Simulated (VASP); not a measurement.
# ZnCu: single point with PBE

ZnCu:

```
Zn Cu
1.0
     2.98317    0.05890    0.00592
     0.05890    2.96623   -0.01770
     0.00592   -0.01770    2.97636
Zn Cu
1 1
Direct
  0.49298 0.48253 0.50779
  0.00702 0.01747 0.99221
```

This cell differs from its parent crystal: atoms moved at random and the cell strained at random.

```json
{"Program": "VASP 6.6.1", "Task": "single point", "Functional": "PBE", "Potentials or basis": "VASP PAW PBE potentials, release 64 (Zn, Cu)", "Cutoff": "520 eV", "k mesh": "12 × 12 × 12", "Occupations": "gaussian, width 0.1 eV", "Spin": "no spin polarisation"}
```

```json
{
 "Pressure": "0.0 GPa",
 "Largest force": "0.458 eV/Å",
 "Band gap on the k mesh": "zero (an odd number of electrons rules out a gap without spin polarisation)"
}
```

Forces on the atoms (eV/Å):
```
Zn   0.117  0.400 -0.190
Cu  -0.117 -0.400  0.190
```

Stress tensor (GPa, compression positive):
```
 0.12 -2.93 -0.40
-2.93 -0.25  0.54
-0.40  0.54  0.11
```

Levels at points of the mesh, in eV from the Fermi level:
| k point | band 8 | band 9 | band 10 | band 11 | band 12 | band 13 | band 14 | band 15 | band 16 | band 17 |
| --- | --- | --- | --- | --- | --- | --- | --- | --- | --- | --- |
| (0.00, 0.00, 0.00) | -3.49 | -2.70 | -2.69 | -2.69 | 5.99 | 6.13 | 6.37 | 11.02 | 11.08 | 11.77 |
| (0.50, 0.00, 0.00) | -3.59 | -3.21 | -3.17 | -2.74 | -2.01 | 11.13 | 11.38 | 12.07 | 12.12 | 13.39 |
| (0.00, 0.50, 0.00) | -3.59 | -3.21 | -3.20 | -2.75 | -1.96 | 11.02 | 11.27 | 12.04 | 12.26 | 13.41 |
| (0.50, 0.50, 0.00) | -2.85 | -2.83 | -2.46 | -2.02 | -1.52 | 1.36 | 2.28 | 13.52 | 15.04 | 15.33 |
| (0.00, 0.00, 0.50) | -3.58 | -3.24 | -3.15 | -2.75 | -1.99 | 11.30 | 11.41 | 12.02 | 12.22 | 13.31 |
| (0.50, 0.00, 0.50) | -2.85 | -2.84 | -2.47 | -1.83 | -1.77 | 1.60 | 1.97 | 13.49 | 14.83 | 15.58 |
| (0.00, 0.50, 0.50) | -2.85 | -2.83 | -2.46 | -1.83 | -1.69 | 1.61 | 2.07 | 13.34 | 14.65 | 15.45 |
| (0.50, 0.50, 0.50) | -4.15 | -2.45 | -2.44 | 3.27 | 3.77 | 4.08 | 4.39 | 4.57 | 4.77 | 4.85 |

It took 12 min on 1 thread of Oxide Virtual Turin-like Processor, with other jobs on the host, peak memory 0.47 GiB.

Caveat: the cell differs from its parent crystal (atoms moved at random and the cell strained at random).
